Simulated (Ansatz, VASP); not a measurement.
# CdS: VASP beside Ansatz

```
Cd S
1.0
     0.02939    2.96861    2.96861
     2.96861    0.02939    2.96861
     2.96861    2.96861    0.02939
Cd S
1 1
Direct
  0.00105 0.00105 0.00105
  0.24895 0.24895 0.24895
```

Change from the starting cell: shear_111 strain +1.5%.

Alike in both runs: task single point; functional r2SCAN; k mesh 8 × 8 × 8; no spin polarisation.

```csv
,VASP,Ansatz
version,VASP 6.6.1,Ansatz 0.2.0
potentials or method,"VASP PAW PBE potentials, release 64 (Cd, S)","plane waves, PAW"
plane-wave cutoff (eV),520,500
occupations,"gaussian, width 0.01 eV",fixed
valence electrons in the cell,18,26
```

Ansatz gave:

- gap on the k mesh at the Fermi level (eV): 1.49
- pressure (GPa): -0.9
- traceless stress, the component that is largest in VASP (GPa): -0.26

Problem. Estimate VASP's values.

Solution. gap on the k mesh at the Fermi level (eV): 1.48; pressure (GPa): -0.6; traceless stress, the component that is largest in VASP (GPa): -0.27.

VASP's potentials were made for PBE, not for r2SCAN. VASP's potentials hold 18 valence electrons a cell and Ansatz's 26, so a difference there can come from the potentials and not from the codes.
